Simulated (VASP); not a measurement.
Here is a VASP 6.6.1 calculation.

INCAR

```
PREC     = Accurate       # precision mode
ENCUT    = 520            # plane-wave cutoff, eV
EDIFF    = 1E-6           # SCF threshold, eV
ISMEAR   = 0              # smearing method
SIGMA    = 0.1            # smearing width, eV
LREAL    = False          # projectors in reciprocal space
LASPH    = True           # aspherical terms in the spheres
NELM     = 150            # most SCF steps
ALGO     = Normal         # electronic algorithm
ISIF     = 2              # what is computed and relaxed
LWAVE    = False          # write WAVECAR
LCHARG   = False          # write CHGCAR
ISPIN    = 2              # spin polarisation
MAGMOM   = 0 0 0 0 1 1    # initial moments
LORBIT   = 11             # projections on sites
LMAXMIX  = 4              # l up to which the mixer works
GGA      = PE             # functional
NBANDS   = 34             # bands
```

Contents of KPOINTS:

```
Automatic mesh
0
Gamma
  6 6 4
```

File POSCAR:

```
Al2Rh
1.0
    4.3297323021      0.0000000000      0.0000000000
   -2.1648661511      3.7496581652      0.0000000000
    0.0000000000      0.0000000000      5.3561221429
Al Rh
4 2
Direct
    0.3333333333      0.6666666667      0.7500000000
    0.6666666667      0.3333333333      0.2500000000
    0.0000000000      0.0000000000      0.0000000000
    0.0000000000      0.0000000000      0.5000000000
    0.3333333333      0.6666666667      0.2500000000
    0.6666666667      0.3333333333      0.7500000000
```

Potentials or basis: VASP PAW PBE potentials, release 64 (Al, Rh_pv).

Run with:

```sh
$ cat potpaw_PBE.64/Al/POTCAR potpaw_PBE.64/Rh_pv/POTCAR > POTCAR
$ mpirun -np 1 vasp_std > vasp.out
```

(1) What does it give for the band gap on the k mesh?

(2) What does it give for the pressure?

(3) What does it give for the net moment?

Results:

(1) zero (filled and empty bands overlap).

(2) 0.0 GPa.

(3) 0.00 μB per cell.
